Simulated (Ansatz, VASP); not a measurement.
## One calculation of B, two programs

```
B
1.0
    -1.14857    1.14857    1.14857
     1.14857   -1.14857    1.14857
     1.14857    1.14857   -1.14857
B
1
Cartesian
  0.0000 0.0000 0.0000
```

Alike in both runs: task relaxation of cell and atoms; functional PBEsol; k mesh 34 × 34 × 34; occupations gaussian, width 0.1 eV; no spin polarisation.

```csv
,VASP,Ansatz
version,VASP 6.6.1,Ansatz 0.2.0
potentials or method,"VASP PAW PBE potentials, release 64 (B), cutoff 600 eV","scalar-relativistic, plane waves, PAW"
valence electrons in the cell,3,3
```

```csv
,VASP,Ansatz,Ansatz less VASP
"gap on the k mesh at the Fermi level, each at its own relaxed structure (eV)",none,none,-
relaxed volume (Å³/atom),6.06,6.06,+0.001
relaxed cell length with the largest relative difference (Å),1.989,1.989,+0.0001
```

VASP's potentials were made for PBE, not for PBEsol. A gap of «none» marks a metal or a gap that the smearing closes.

Noted on VASP's run: the relaxation stopped at its first step, so nothing moved.
